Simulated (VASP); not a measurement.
# CsCdCl3 (P4/mmm) in VASP: a series of runs, part 2 of 2

VASP 6.6.1. Earlier steps stand in the parts before.

### Step 4. Single point, LDA (strain -0.015 along x and y, -0.030 along z)

INCAR

```
  ALGO = Normal
  EDIFF = 1E-7
  ENCUT = 520
  GGA = CA
  ISIF = 2
  ISMEAR = 0
  LASPH = T
  LCHARG = F
  LREAL = F
  LWAVE = F
  NBANDS = 29
  NELM = 60
  PREC = Accurate
  SIGMA = 0.05
```

KPOINTS

```
k-points
0
Gamma
  6 6 6
```

POSCAR

```
CsCdCl3
1.0
    5.1220000000      0.0000000000      0.0000000000
    0.0000000000      5.1220000000      0.0000000000
    0.0000000000      0.0000000000      5.0440000000
Cs Cd Cl
1 1 3
Direct
    0.0000000000      0.0000000000      0.0000000000
    0.5000000000      0.5000000000      0.5000000000
    0.0000000000      0.5000000000      0.5000000000
    0.5000000000      0.0000000000      0.5000000000
    0.5000000000      0.5000000000      0.0000000000
```

Potentials or basis: VASP PAW LDA potentials, release 64 (Cs_sv, Cd, Cl).

The run is started by

```sh
$ cat potpaw_LDA.64/Cs_sv/POTCAR potpaw_LDA.64/Cd/POTCAR potpaw_LDA.64/Cl/POTCAR > POTCAR
$ mpirun -np 1 vasp_std > vasp.out
```

OUTCAR:

```text
EDIFF = 1E-7
   ENCUT = 520
   GGA = CA
   ISIF = 2
   ISMEAR = 0
   LASPH = T
   LREAL = F
   NELM = 60
   PREC = Accurate

 ion  position               nearest neighbor table
   1  0.000  0.000  0.000-
   2  0.500  0.500  0.500-   5 2.52   5 2.52   3 2.56   4 2.56   4 2.56   3 2.56
   3  0.000  0.500  0.500-   2 2.56   2 2.56
   4  0.500  0.000  0.500-   2 2.56   2 2.56
   5  0.500  0.500  0.000-   2 2.52   2 2.52

  LATTYP: Found a simple tetragonal cell.
 ALAT       =     5.1220000000
 C/A-ratio  =     0.9847715736

  Lattice vectors:

 A1 = (   5.1220000000,   0.0000000000,   0.0000000000)
 A2 = (   0.0000000000,   5.1220000000,   0.0000000000)
 A3 = (   0.0000000000,   0.0000000000,   5.0440000000)

Analysis of symmetry for initial positions (statically):
=====================================================================
 Subroutine PRICEL returns:
 Original cell was already a primitive cell.

 Routine SETGRP: Setting up the symmetry group for a
 simple tetragonal supercell.

 Subroutine GETGRP returns: Found 16 space group operations
 (whereof 16 operations were pure point group operations)
 out of a pool of 16 trial point group operations.

The static configuration has the point symmetry D_4h.

Analysis of symmetry for dynamics (positions and initial velocities):
=====================================================================
 Subroutine PRICEL returns:
 Original cell was already a primitive cell.

 Routine SETGRP: Setting up the symmetry group for a
 simple tetragonal supercell.

 Subroutine GETGRP returns: Found 16 space group operations
 (whereof 16 operations were pure point group operations)
 out of a pool of 16 trial point group operations.

The dynamic configuration has the point symmetry D_4h.

 Subroutine INISYM returns: Found 16 space group operations
 (whereof 16 operations are pure point group operations),
 and found     1 'primitive' translations

----------------------------------------------------------------------------------------

                                     Primitive cell

  volume of cell :     132.3288

  direct lattice vectors                    reciprocal lattice vectors
     5.122000000  0.000000000  0.000000000     0.195236236  0.000000000  0.000000000
     0.000000000  5.122000000  0.000000000     0.000000000  0.195236236  0.000000000
     0.000000000  0.000000000  5.044000000     0.000000000  0.000000000  0.198255353

  length of vectors
     5.122000000  5.122000000  5.044000000     0.195236236  0.195236236  0.198255353

  position of ions in fractional coordinates (direct lattice)
     0.000000000  0.000000000  0.000000000
     0.500000000  0.500000000  0.500000000
     0.000000000  0.500000000  0.500000000
     0.500000000  0.000000000  0.500000000
     0.500000000  0.500000000  0.000000000

  ion indices of the primitive-cell ions
   primitive index   ion index
                 1           1
                 2           2
                 3           3
                 4           4
                 5           5

----------------------------------------------------------------------------------------

 KPOINTS: k-points

Automatic generation of k-mesh.
 Grid dimensions read from file:
 generate k-points for:    6    6    6

 Generating k-lattice:

  Cartesian coordinates                     Fractional coordinates (reciprocal lattice)
     0.032539373  0.000000000  0.000000000     0.166666667  0.000000000  0.000000000
     0.000000000  0.032539373  0.000000000     0.000000000  0.166666667  0.000000000
     0.000000000  0.000000000  0.033042559     0.000000000  0.000000000  0.166666667

  Length of vectors
     0.032539373  0.032539373  0.033042559

  Shift w.r.t. Gamma in fractional coordinates (k-lattice)
     0.000000000  0.000000000  0.000000000

 Subroutine IBZKPT returns following result:
 ===========================================

 Found     40 irreducible k-points:

 Following reciprocal coordinates:
            Coordinates               Weight
  0.000000  0.000000  0.000000      1.000000
  0.166667  0.000000  0.000000      4.000000
  0.333333  0.000000  0.000000      4.000000
  0.500000  0.000000  0.000000      2.000000
  0.166667  0.166667  0.000000      4.000000
  0.333333  0.166667  0.000000      8.000000
[... 16 lines left out ...]
  0.333333  0.000000  0.333333      8.000000
  0.500000  0.000000  0.333333      4.000000
 [... further k-points ...]
   k-points           NKPTS =     40   k-points in BZ     NKDIM =     40   number of bands    NBANDS=     29
   number of dos      NEDOS =    301   number of ions     NIONS =      5
   total plane-waves  NPLWV =  64000
   dimension x,y,z NGX =    40 NGY =   40 NGZ =   40
   dimension x,y,z NGXF=    80 NGYF=   80 NGZF=   80
   ions per type =               1   1   3
   NGX,Y,Z   is equivalent  to a cutoff of  12.98, 12.98, 13.18 a.u.
   NGXF,Y,Z  is equivalent  to a cutoff of  25.97, 25.97, 26.37 a.u.
 SYSTEM =  unknown system
   PREC   = accura    normal or accurate (medium, high low for compatibility)
   ISTART =      0    job   : 0-new  1-cont  2-samecut
   ICHARG =      2    charge: 1-file 2-atom 10-const
   ISPIN  =      1    spin polarized calculation?
   LNONCOLLINEAR =      F non collinear calculations
   LSORBIT =      F    spin-orbit coupling
   LASPH  =      T    aspherical Exc in radial PAW
   ENCUT  =  520.0 eV  38.22 Ry    6.18 a.u.   9.52  9.52  9.38*2*pi/ulx,y,z
   NELM   =     60;   NELMIN=  2; NELMDL= -5     # of ELM steps
   EDIFF  = 0.1E-06   stopping-criterion for ELM
   LREAL  =      F    real-space projection
   EDIFFG = 0.1E-05   stopping-criterion for IOM
   NSW    =      0    number of steps for IOM
   IBRION =     -1    ionic relax: 0-MD 1-quasi-New 2-CG
   NFREE  =      0    steps in history (QN), initial steepest desc. (CG)
   ISIF   =      2    stress and relaxation
   ISYM   =      2    0-nonsym 1-usesym 2-fastsym
   POTIM  = 0.5000    time-step for ionic-motion
   TEBEG  =    0.0;   TEEND  =   0.0 temperature during run
   PSTRESS=    0.0 pullay stress
   NELECT =      42.0000    total number of electrons
   NUPDOWN=      -1.0000    fix difference up-down
   EMIN   =  10.00;   EMAX   =-10.00  energy-range for DOS
   EFERMI =   0.00;   METHOD = LEGACY
   ISMEAR =     0;   SIGMA  =   0.05  broadening in eV -4-tet -1-fermi 0-gaus
   EFERMI_NEDOS =   21; number of points for ismear=-14 and -15
   IALGO  =     38    algorithm
   IMIX   =      4    mixing-type and parameters
     AMIX     =   0.40;   BMIX     =  1.00
     AMIX_MAG =   1.60;   BMIX_MAG =  1.00
  volume/ion in A,a.u.               =      26.47       178.60
  Fermi-wavevector in a.u.,A,eV,Ry     =   1.116709  2.110273 16.966983  1.247038
  Thomas-Fermi vector in A             =   2.253325
   LORBIT       =      0    0 simple, 1 ext, 2 COOP (PROOUT), +10 PAW based schemes
   GGA     = CA    functional components
   LHFCALC =     F    Hartree Fock is set to
   AEXX    =    0.0000 exact exchange contribution
   IVDW    =     0    specifies the selected vdW correction
   LEPSILON=     F    determine dielectric tensor
   LRPA    =     F    only Hartree local field effects (RPA)
 non-spin polarized calculation
 Gauss-broadening in eV      SIGMA  =   0.05
  energy-cutoff  :      520.00
  volume of cell :      132.33
 maximum number of plane-waves:      3603
 NGX is ok and might be reduce to    40
   NGX = 19   NGY = 19   NGZ = 19

 number of electron      42.0000003 magnetization

 Free energy of the ion-electron system (eV)
  ---------------------------------------------------
  ext. energy  EPLUGINS =         0.00000000
  ---------------------------------------------------
  free energy    TOTEN  =       -16.82990775 eV

  energy without entropy =      -16.82990775  energy(sigma->0) =      -16.82990775

 E-fermi :   0.8212     XC(G=0):  -9.4140

 val. band max:        0.5299107913   @ k =   0.5000   0.5000   0.5000
 cond. band min:       2.1267222066   @ k =   0.0000   0.0000   0.0000
 fundamental gap:      1.5968114153
 Fermi energy:         0.8211917389

 k-point     1 :       0.0000    0.0000    0.0000
  band No.  band energies     occupation
      1     -18.5469      2.00000
      2     -13.4362      2.00000
      3     -12.8231      2.00000
      4     -12.7622      2.00000
      5      -6.2292      2.00000
      6      -6.2292      2.00000
[... 757 lines left out ...]
     28       8.9517      0.00000
     29       9.2214      0.00000

 [... further k-points ...]
[... 5 lines left out ...]
  --------------------------------------------------------------------------------------
  -------------------------------------------------------------------------------------
  Total        0.3758889      0.3758889      1.1161741      0.0000000     -0.0000000      0.0000000
  in kB        4.5510947      4.5510947     13.5141361      0.0000000     -0.0000000      0.0000000
  external PRESSURE =       7.5387752 kB  Pullay stress =       0.0000000 kB

 VOLUME and BASIS-vectors are now :
 -----------------------------------------------------------------------------
  energy-cutoff  :      520.00
  volume of cell :      132.33
      direct lattice vectors                 reciprocal lattice vectors
     5.122000000  0.000000000  0.000000000     0.195236236  0.000000000  0.000000000
     0.000000000  5.122000000  0.000000000     0.000000000  0.195236236  0.000000000
     0.000000000  0.000000000  5.044000000     0.000000000  0.000000000  0.198255353

 POSITION                                       TOTAL-FORCE (eV/Angst)
 -----------------------------------------------------------------------------------
      0.00000      0.00000      0.00000         0.000000      0.000000      0.000000
      2.56100      2.56100      2.52200         0.000000      0.000000      0.000000
      0.00000      2.56100      2.52200         0.000000      0.000000      0.000000
      2.56100      0.00000      2.52200         0.000000      0.000000      0.000000
      2.56100      2.56100      0.00000         0.000000      0.000000      0.000000
 -----------------------------------------------------------------------------------
    total drift:                                0.000000      0.000000     -0.000000

  FREE ENERGIE OF THE ION-ELECTRON SYSTEM (eV)
  ---------------------------------------------------
  free  energy   TOTEN  =       -16.8299077456 eV

  energy  without entropy=      -16.8299077456  energy(sigma->0) =      -16.82990775
```

OSZICAR:

```text
N       E                     dE             d eps       ncg     rms          rms(c)
DAV:   1     0.297463795537E+03    0.29746E+03   -0.19867E+04  2320   0.131E+03
DAV:   2     0.428856106093E+01   -0.29318E+03   -0.28311E+03  2841   0.281E+02
DAV:   3    -0.175322266256E+02   -0.21821E+02   -0.21740E+02  2791   0.794E+01
DAV:   4    -0.177943398576E+02   -0.26211E+00   -0.26194E+00  2959   0.970E+00
DAV:   5    -0.177979030142E+02   -0.35632E-02   -0.35629E-02  2900   0.113E+00    0.997E+00
DAV:   6    -0.169524449233E+02    0.84546E+00   -0.15843E+00  3089   0.145E+01    0.808E+00
DAV:   7    -0.168388229547E+02    0.11362E+00   -0.58756E-01  2702   0.606E+00    0.383E+00
DAV:   8    -0.168327577652E+02    0.60652E-02   -0.18449E-01  2836   0.375E+00    0.839E-01
DAV:   9    -0.168302392737E+02    0.25185E-02   -0.25334E-02  2812   0.184E+00    0.327E-01
DAV:  10    -0.168298958659E+02    0.34341E-03   -0.28105E-03  2828   0.466E-01    0.544E-02
DAV:  11    -0.168299105785E+02   -0.14713E-04   -0.16445E-04  2764   0.894E-02    0.245E-02
DAV:  12    -0.168299077850E+02    0.27935E-05   -0.20628E-05  2891   0.327E-02    0.747E-03
DAV:  13    -0.168299077556E+02    0.29425E-07   -0.12141E-06  2832   0.976E-03    0.374E-03
DAV:  14    -0.168299077456E+02    0.99994E-08   -0.43191E-07  2655   0.322E-03
   1 F= -.16829908E+02 E0= -.16829908E+02  d E =-.245956E-18
```

stdout:

```text
POSCAR found type information on POSCAR CsCdCl
 POSCAR found :  3 types and       5 ions
 scaLAPACK will be used
 LDA part: xc-table for (Slater(with rela. corr.)+CA(PZ))
 , standard interpolation
 POSCAR, INCAR and KPOINTS ok, starting setup
 FFT: planning ... GRIDC
 FFT: planning ... GRID_SOFT
 FFT: planning ... GRID
 WAVECAR not read
 entering main loop
```

Run time: 59 s. Hardware: 1 thread of Intel Xeon 6975P-C (Granite Rapids), shared host; peak memory 0.29 GiB.

Results:

- Free energy: -16.8299 eV
- Pressure: 0.8 GPa
- Band gap on the k mesh: 1.60 eV, indirect (least direct gap 2.38 eV)

Stress tensor (GPa, compression positive):
```
0.46 0.00 0.00
0.00 0.46 0.00
0.00 0.00 1.35
```

Caveat: the cell differs from its parent crystal (strain -0.015 along x and y, -0.030 along z); spin-orbit coupling is left out, which moves the levels of the heavy elements. A k mesh can miss the band edges.

### Step 5. Single point, LDA (strain -0.030 along x and y, +0.015 along z)

INCAR

```
PREC = Accurate
ENCUT = 520
EDIFF = 1E-6
ISMEAR = 0
SIGMA = 0.05
LREAL = False
LASPH = True
NELM = 80
ALGO = Normal
ISIF = 2
LWAVE = False
LCHARG = False
GGA = CA
NBANDS = 29
```

KPOINTS

```
regular mesh
0
Gamma
  6 6 6
```

POSCAR, as its differences from that of step 4:

```diff
@@ -2,5 +2,5 @@
 1.0
-    5.1220000000      0.0000000000      0.0000000000
-    0.0000000000      5.1220000000      0.0000000000
-    0.0000000000      0.0000000000      5.0440000000
+    5.0440000000      0.0000000000      0.0000000000
+    0.0000000000      5.0440000000      0.0000000000
+    0.0000000000      0.0000000000      5.2780000000
 Cs Cd Cl
```

The run is started by

```sh
$ cat potpaw_LDA.64/Cs_sv/POTCAR potpaw_LDA.64/Cd/POTCAR potpaw_LDA.64/Cl/POTCAR > POTCAR
$ mpirun -np 1 vasp_std > vasp.out
```

It took 56 s on 1 thread of Intel Xeon 6975P-C (Granite Rapids), shared host; peak memory 0.29 GiB.

The run converged. Its results:

| Quantity | Value |
| --- | --- |
| Free energy | -16.8092 eV |
| Pressure | 0.2 GPa |
| Band gap on the k mesh | 1.51 eV, indirect (least direct gap 2.32 eV) |

Stress tensor (GPa, compression positive):
```
 1.01  0.00  0.00
 0.00  1.01  0.00
 0.00  0.00 -1.33
```

Levels at points of the mesh, in eV from the valence-band top:
```tsv
k point	band 17	band 18	band 19	band 20	band 21	band 22	band 23	band 24	band 25	band 26
(0.00, 0.00, 0.00)	-1.18	-1.18	-0.82	-0.82	-0.82	1.51	5.45	5.52	5.69	6.86
(0.50, 0.00, 0.00)	-1.46	-1.24	-1.23	-1.14	-1.12	4.54	6.86	7.16	7.49	7.96
(0.50, 0.50, 0.00)	-1.49	-1.18	-1.18	-0.50	-0.01	6.49	7.04	7.04	7.57	8.09
(0.00, 0.00, 0.50)	-1.48	-1.15	-1.15	-1.07	-1.07	4.04	6.72	6.78	7.58	7.77
(0.50, 0.00, 0.50)	-1.43	-1.43	-1.36	-0.57	-0.19	6.15	6.72	7.20	7.44	7.82
(0.50, 0.50, 0.50)	-0.53	-0.53	-0.48	-0.22	0.00	5.31	5.57	5.57	7.10	8.21
```

Caveat: the cell differs from its parent crystal (strain -0.030 along x and y, +0.015 along z); spin-orbit coupling is left out, which moves the levels of the heavy elements. A k mesh can miss the band edges.

### Step 6. The runs side by side

```tsv
cell	gap on the mesh (eV)	pressure (GPa)
a = 5.044, b = 5.044, c = 5.122 Å, 5 atoms	1.62	1.5
a = 5.044, b = 5.044, c = 5.200 Å, 5 atoms	1.56	0.8
a = 5.122, b = 5.122, c = 5.044 Å, 5 atoms	1.60	0.8
a = 5.044, b = 5.044, c = 5.278 Å, 5 atoms	1.51	0.2
```

Alike in all rows: task single point; level LDA; potentials or basis VASP PAW LDA potentials, release 64 (Cs_sv, Cd, Cl); no spin polarisation; k mesh 6 × 6 × 6; cutoff (eV) 520; smearing gaussian 0.05 eV.

Caveats: spin-orbit coupling is left out, which moves the levels of the heavy elements.

Absolute energies hang on the potentials; compare differences alone.
